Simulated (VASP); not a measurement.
# GaIr2 (Fm-3m) in VASP: a series of runs

GaIr2 is run at these levels: PBE; tasks: single point.

Program: VASP 6.6.1. These are calculated values, not measurements. Logs are shortened: lines on timing, memory, paths and dates and some standing lists are left out, and cuts for length are marked.

## Step 1: The cell of the first run

The structure is cubic, space group Fm-3m (No. 225). Conventional cell: a = 5.669 Å, b = 5.669 Å, c = 5.669 Å, α = 90.00°, β = 90.00°, γ = 90.00°. Within 3.2 Å of Ga (site symmetry m-3m) lie 8 Ir at 2.45 Å. Ir (site symmetry -43m) has 4 Ga at 2.45 Å and 6 Ir at 2.83 Å within 3.2 Å.

The cell was built from a structure type or drawn by symmetry, and may not be a known phase.

## Step 2: Single point, PBE

File INCAR:

```
ALGO = Normal ; EDIFF = 1E-7
ENCUT = 520 ; GGA = PE
ISIF = 2 ; ISMEAR = 0
LASPH = T ; LCHARG = T
LELF = T ; LREAL = F
LVHAR = T ; LWAVE = F
NBANDS = 22 ; NELM = 80
PREC = Accurate ; SIGMA = 0.1
```

File KPOINTS:

```
k-points
0
Gamma
  6 6 6
```

File POSCAR:

```
GaIr2
1.0
    0.0000000000      2.8346415700      2.8346415700
    2.8346415700      0.0000000000      2.8346415700
    2.8346415700      2.8346415700      0.0000000000
Ga Ir
1 2
Direct
    0.5000000000      0.5000000000      0.5000000000
    0.2500000000      0.2500000000      0.2500000000
    0.7500000000      0.7500000000      0.7500000000
```

Potentials or basis: VASP PAW PBE potentials, release 64 (Ga_d, Ir).

Launch:

```console
$ cat potpaw_PBE.64/Ga_d/POTCAR potpaw_PBE.64/Ir/POTCAR > POTCAR
$ mpirun -np 1 vasp_std > vasp.out
```

OUTCAR:

```text
EDIFF = 1E-7
   ENCUT = 520
   GGA = PE
   ISIF = 2
   ISMEAR = 0
   LASPH = T
   LREAL = F
   NELM = 80
   PREC = Accurate

 ion  position               nearest neighbor table
   1  0.500  0.500  0.500-   2 2.45   2 2.45   2 2.45   2 2.45   3 2.45   3 2.45   3 2.45   3 2.45

   2  0.250  0.250  0.250-   1 2.45   1 2.45   1 2.45   1 2.45   3 2.83   3 2.83   3 2.83   3 2.83
                             3 2.83   3 2.83
   3  0.750  0.750  0.750-   1 2.45   1 2.45   1 2.45   1 2.45   2 2.83   2 2.83   2 2.83   2 2.83
                             2 2.83   2 2.83

  LATTYP: Found a face centered cubic cell.
 ALAT       =     5.6692831400

  Lattice vectors:

 A1 = (   0.0000000000,   2.8346415700,   2.8346415700)
 A2 = (   2.8346415700,   0.0000000000,   2.8346415700)
 A3 = (   2.8346415700,   2.8346415700,   0.0000000000)

Analysis of symmetry for initial positions (statically):
=====================================================================
 Subroutine PRICEL returns:
 Original cell was already a primitive cell.

 Routine SETGRP: Setting up the symmetry group for a
 face centered cubic supercell.

 Subroutine GETGRP returns: Found 48 space group operations
 (whereof 48 operations were pure point group operations)
 out of a pool of 48 trial point group operations.

The static configuration has the point symmetry O_h .

Analysis of symmetry for dynamics (positions and initial velocities):
=====================================================================
 Subroutine PRICEL returns:
 Original cell was already a primitive cell.

 Routine SETGRP: Setting up the symmetry group for a
 face centered cubic supercell.

 Subroutine GETGRP returns: Found 48 space group operations
 (whereof 48 operations were pure point group operations)
 out of a pool of 48 trial point group operations.

The dynamic configuration has the point symmetry O_h .

 Subroutine INISYM returns: Found 48 space group operations
 (whereof 48 operations are pure point group operations),
 and found     1 'primitive' translations

----------------------------------------------------------------------------------------

                                     Primitive cell

  volume of cell :      45.5538

  direct lattice vectors                    reciprocal lattice vectors
     0.000000000  2.834641570  2.834641570    -0.176389144  0.176389144  0.176389144
     2.834641570  0.000000000  2.834641570     0.176389144 -0.176389144  0.176389144
[... 77 lines left out ...]
   NELM   =     80;   NELMIN=  2; NELMDL= -5     # of ELM steps
   EDIFF  = 0.1E-06   stopping-criterion for ELM
   LREAL  =      F    real-space projection
   EDIFFG = 0.1E-05   stopping-criterion for IOM
   NSW    =      0    number of steps for IOM
   IBRION =     -1    ionic relax: 0-MD 1-quasi-New 2-CG
   NFREE  =      0    steps in history (QN), initial steepest desc. (CG)
   ISIF   =      2    stress and relaxation
   ISYM   =      2    0-nonsym 1-usesym 2-fastsym
   POTIM  = 0.5000    time-step for ionic-motion
   TEBEG  =    0.0;   TEEND  =   0.0 temperature during run
   PSTRESS=    0.0 pullay stress
   NELECT =      31.0000    total number of electrons
   NUPDOWN=      -1.0000    fix difference up-down
   EMIN   =  10.00;   EMAX   =-10.00  energy-range for DOS
   EFERMI =   0.00;   METHOD = LEGACY
   ISMEAR =     0;   SIGMA  =   0.10  broadening in eV -4-tet -1-fermi 0-gaus
   EFERMI_NEDOS =   21; number of points for ismear=-14 and -15
   IALGO  =     38    algorithm
   IMIX   =      4    mixing-type and parameters
     AMIX     =   0.40;   BMIX     =  1.00
     AMIX_MAG =   1.60;   BMIX_MAG =  1.00
  volume/ion in A,a.u.               =      15.18       102.47
  Fermi-wavevector in a.u.,A,eV,Ry     =   1.439972  2.721152 28.211926  2.073518
  Thomas-Fermi vector in A             =   2.558768
   LORBIT       =      0    0 simple, 1 ext, 2 COOP (PROOUT), +10 PAW based schemes
   GGA     = PE    functional components
   LHFCALC =     F    Hartree Fock is set to
   AEXX    =    0.0000 exact exchange contribution
   IVDW    =     0    specifies the selected vdW correction
   LEPSILON=     F    determine dielectric tensor
   LRPA    =     F    only Hartree local field effects (RPA)
 non-spin polarized calculation
 Gauss-broadening in eV      SIGMA  =   0.10
  energy-cutoff  :      520.00
  volume of cell :       45.55
 maximum number of plane-waves:      1243
 NGX is ok and might be reduce to    30
   NGX = 15   NGY = 15   NGZ = 15

 number of electron      30.9999991 magnetization

 Free energy of the ion-electron system (eV)
  ---------------------------------------------------
  ext. energy  EPLUGINS =         0.00000000
  ---------------------------------------------------
  free energy    TOTEN  =       -19.84348806 eV

  energy without entropy =      -19.81613547  energy(sigma->0) =      -19.82981176

 E-fermi :   7.7254     XC(G=0): -12.8939

 val. band max:        7.7243763714   @ k =  -0.3333   0.3333   0.1667
 cond. band min:       7.7382687897   @ k =   0.3333   0.1667   0.0000
 fundamental gap:      0.0138924183
 Fermi energy:         7.7253907953

 k-point     1 :       0.0000    0.0000    0.0000
  band No.  band energies     occupation
      1      -6.4098      2.00000
      2      -6.4098      2.00000
      3      -6.4098      2.00000
      4      -6.3658      2.00000
      5      -6.3658      2.00000
      6      -3.0006      2.00000
[... 389 lines left out ...]
     21      17.9712      0.00000
     22      19.8544      0.00000

------------------------ aborting loop because EDIFF is reached ----------------------------------------

  FORCE on cell =-STRESS in cart. coord.  units (eV):
  Direction    XX          YY          ZZ          XY          YZ          ZX
  --------------------------------------------------------------------------------------
  -------------------------------------------------------------------------------------
  Total        5.1174202      5.1174202      5.1174202      0.0000000     -0.0000000     -0.0000000
  in kB      179.9853712    179.9853712    179.9853712      0.0000000     -0.0000000     -0.0000000
  external PRESSURE =     179.9853712 kB  Pullay stress =       0.0000000 kB

 VOLUME and BASIS-vectors are now :
 -----------------------------------------------------------------------------
  energy-cutoff  :      520.00
  volume of cell :       45.55
      direct lattice vectors                 reciprocal lattice vectors
     0.000000000  2.834641570  2.834641570    -0.176389144  0.176389144  0.176389144
     2.834641570  0.000000000  2.834641570     0.176389144 -0.176389144  0.176389144
     2.834641570  2.834641570  0.000000000     0.176389144  0.176389144 -0.176389144

 POSITION                                       TOTAL-FORCE (eV/Angst)
 -----------------------------------------------------------------------------------
      2.83464      2.83464      2.83464        -0.000000      0.000000     -0.000000
      1.41732      1.41732      1.41732        -0.000000     -0.000000     -0.000000
      4.25196      4.25196      4.25196         0.000000      0.000000      0.000000
 -----------------------------------------------------------------------------------
    total drift:                                0.000000     -0.000000      0.000000

  FREE ENERGIE OF THE ION-ELECTRON SYSTEM (eV)
  ---------------------------------------------------
  free  energy   TOTEN  =       -19.8434880639 eV

  energy  without entropy=      -19.8161354650  energy(sigma->0) =      -19.82981176
```

Wall time 13 s (1 thread of Intel Xeon 6975P-C (Granite Rapids), shared host); peak memory 0.17 GiB.

What came out:

- Free energy: -19.8435 eV
- Pressure: 18.0 GPa
- Band gap on the k mesh: zero (an odd number of electrons rules out a gap without spin polarisation)

Caveat: the cell stands under pressure; spin-orbit coupling is left out, which moves the levels of the heavy elements.

## Step 3: Single point, PBE

This run uses another cell than the first one, of 16.32 Å³/atom.

File INCAR:

```
SYSTEM = GaIr2
  ALGO = Normal
  EDIFF = 1E-7
  ENCUT = 520
  GGA = PE
  ISIF = 2
  ISMEAR = 0
  LASPH = .True.
  LCHARG = .True.
  LELF = .True.
  LREAL = .False.
  LVHAR = .True.
  LWAVE = .False.
  NBANDS = 22
  NELM = 100
  PREC = Accurate
  SIGMA = 0.1
```

File KPOINTS:

```
k-points
0
Gamma
  6 6 6
  0 0 0
```

File POSCAR:

```
GaIr2
1.0
    0.0000000000      2.9035652517      2.9035652517
    2.9035652517      0.0000000000      2.9035652517
    2.9035652517      2.9035652517      0.0000000000
Ga Ir
1 2
Direct
    0.5000000000      0.5000000000      0.5000000000
    0.2500000000      0.2500000000      0.2500000000
    0.7500000000      0.7500000000      0.7500000000
```

Potentials or basis: VASP PAW PBE potentials, release 64 (Ga_d, Ir).

Launch:

```console
$ cat potpaw_PBE.64/Ga_d/POTCAR potpaw_PBE.64/Ir/POTCAR > POTCAR
$ mpirun -np 1 vasp_std > vasp.out
```

Wall time 11 s (1 thread of Intel Xeon 6975P-C (Granite Rapids), shared host); peak memory 0.18 GiB.

It converged, with:

```yaml
Free_energy: -20.0276 eV
Pressure: 0.4 GPa
Band_gap_on_the_k_mesh: zero (an odd number of electrons rules out a gap without spin polarisation)
```

Levels at points of the mesh, in eV from the Fermi level:
```csv
k point,band 11,band 12,band 13,band 14,band 15,band 16,band 17,band 18,band 19,band 20
"(0.00, 0.00, 0.00)",-4.04,0.22,0.22,0.22,1.66,1.66,4.90,6.58,6.58,6.58
"(0.50, 0.00, 0.00)",-2.29,-1.61,-1.61,-1.58,-1.39,-1.39,-0.95,6.51,6.87,6.87
"(0.50, 0.50, 0.00)",-2.17,-2.17,-1.06,-1.06,0.31,0.79,0.79,1.55,2.42,5.80
```

Caveat: spin-orbit coupling is left out, which moves the levels of the heavy elements.
